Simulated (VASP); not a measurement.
Runs of VASP 6.6.1 on CsSnI3. The structure is that of space group Pm-3m (No. 221), or close to it. The cells are those of the table. 

```tsv
level	cell	gap on the mesh (eV)	pressure (GPa)
PBE	a = 6.362 Å, 5 atoms	(c)	-0.4
r2SCAN	a = 6.178 Å, 5 atoms	0.36	(b)
PBE	a = 6.236 Å, 5 atoms	0.37	0.5
r2SCAN	a = 6.114 Å, 5 atoms	(d)	1.3
r2SCAN	a = 6.364 Å, 5 atoms	0.76	-0.9
r2SCAN	a = 6.303 Å, 5 atoms	0.64	-0.5
PBE	a = 6.300 Å, 5 atoms	0.49	0.0
r2SCAN	a = 6.241 Å, 5 atoms	0.50	0.0
PBE	a = 6.241 Å, 5 atoms	0.38	0.5
PBE	a = 6.171 Å, 5 atoms	0.22	(a)
PBE	a = 6.423 Å, 5 atoms	0.72	-0.8
```

Alike in all rows: task single point; potentials or basis VASP PAW PBE potentials, release 64 (Cs_sv, Sn_d, I); no spin polarisation; k mesh 4 × 4 × 4; cutoff (eV) 520; smearing gaussian 0.01 eV.

Task: Fill in the values left out.

Result: (a) 1.1; (b) 0.6; (c) 0.61; (d) 0.20.

Caveats: spin-orbit coupling is left out, which moves the levels of the heavy elements; the PAW data sets were made with another functional, which shifts forces and pressure a little (some runs).

A k mesh can miss the band edges, and the runs leave out spin-orbit coupling on Cs, I, Sn.
